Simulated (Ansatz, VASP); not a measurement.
## Two plane-wave programs on FeNi3

```
CELL_PARAMETERS angstrom
-3.54589 3.54589 0.00000
0.00000 3.54589 -3.54589
-3.54589 0.00000 -3.54589
ATOMIC_POSITIONS crystal
Fe 0.00000 0.00000 0.00000
Fe 0.50000 0.50000 0.50000
Ni 0.00000 0.50000 0.00000
Ni 0.50000 0.00000 0.50000
Ni 0.50000 0.00000 0.00000
Ni 0.00000 0.50000 0.50000
Ni 0.00000 0.00000 0.50000
Ni 0.50000 0.50000 0.00000
```

Alike in both runs: functional PBE; k mesh 8 × 8 × 8; occupations gaussian, width 0.1 eV; collinear spin.

Ansatz relaxed the structure, and its values are those at the end. VASP's run is a single point on that final structure, the one shown.

|  | VASP | Ansatz |
| --- | --- | --- |
| version | VASP 6.6.1 | Ansatz 0.2.0 |
| potentials or method | VASP PAW PBE potentials, release 64 (Fe, Ni), cutoff 520 eV | scalar-relativistic, plane waves, PAW |
| valence electrons in the cell | 76 | 140 |

|  | VASP | Ansatz | Ansatz less VASP |
| --- | --- | --- | --- |
| gap on the k mesh at the Fermi level (eV) | none | none | - |
| pressure (GPa) | -0.2 | 0.0 | +0.21 |
| net moment per atom (μB) | 1.21 | 1.22 | +0.018 |
| size of the moment on the site where the two differ most (μB) | 0.65 | 0.71 | +0.062 |

Site moments also hang on the region over which each program counts them. A gap of «none» marks a metal or a gap that the smearing closes. VASP's potentials hold 76 valence electrons a cell and Ansatz's 140, so a difference there can come from the potentials and not from the codes.
